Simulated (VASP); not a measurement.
Here is a VASP 6.6.1 calculation.

POSCAR

```
Rh
1.0
    4.4895314866      0.0000000000      0.0000000000
   -2.2447657433      3.8880483185      0.0000000000
    0.0000000000      0.0000000000      2.7522779983
Rh
3
Direct
    0.0000000000      0.0000000000      0.0000000000
    0.3333333333      0.6666666667      0.5000000000
    0.6666666667      0.3333333333      0.5000000000
```

The input INCAR.step1:

```
SYSTEM = Rh
PREC = Accurate ; ENCUT = 600
ISMEAR = 0 ; SIGMA = 0.1
LREAL = .FALSE. ; LASPH = .TRUE.
NELM = 100 ; GGA = PE
ALGO = Normal ; EDIFF = 1E-4
LWAVE = .TRUE. ; LCHARG = .FALSE.
```

Contents of INCAR.step2:

```
SYSTEM = Rh
PREC = Accurate ; ENCUT = 600
EDIFF = 1E-7 ; ISMEAR = 0
SIGMA = 0.1 ; LREAL = .FALSE.
LASPH = .TRUE. ; NELM = 100
ALGO = Normal ; ISIF = 3
LWAVE = .FALSE. ; LCHARG = .FALSE.
METAGGA = R2SCAN ; LMIXTAU = .TRUE.
IBRION = 2 ; NSW = 90
EDIFFG = -0.04 ; ISTART = 1
```

The input KPOINTS:

```
regular mesh
0
G
  6 6 6
  0 0 0
```

Potentials or basis: VASP PAW PBE potentials, release 64 (Rh_pv).

Run with:

```bash
$ cat potpaw_PBE.64/Rh_pv/POTCAR > POTCAR
$ cp INCAR.step1 INCAR
$ mpirun -np 1 vasp_std > vasp.out
$ cp INCAR.step2 INCAR
$ mpirun -np 1 vasp_std > vasp.out
```

Q: What does it give for the relaxed volume?

A: 14.17 Å³/atom.

Q: Estimate the relaxed cell.

A: a = 4.292 Å, b = 4.292 Å, c = 2.666 Å, α = 90.00°, β = 90.00°, γ = 120.00°.

Q: Predict the space group after relaxing (to 0.05 Å).

A: P6/mmm (No. 191).

Stress tensor (GPa, compression positive):
```
 0.12  0.00  0.00
 0.00  0.12  0.00
 0.00  0.00 -0.23
```

Caveat: the k points lie up to 0.39 Å⁻¹ apart in the final cell; the PAW data sets were made with another functional, which shifts forces and pressure a little.
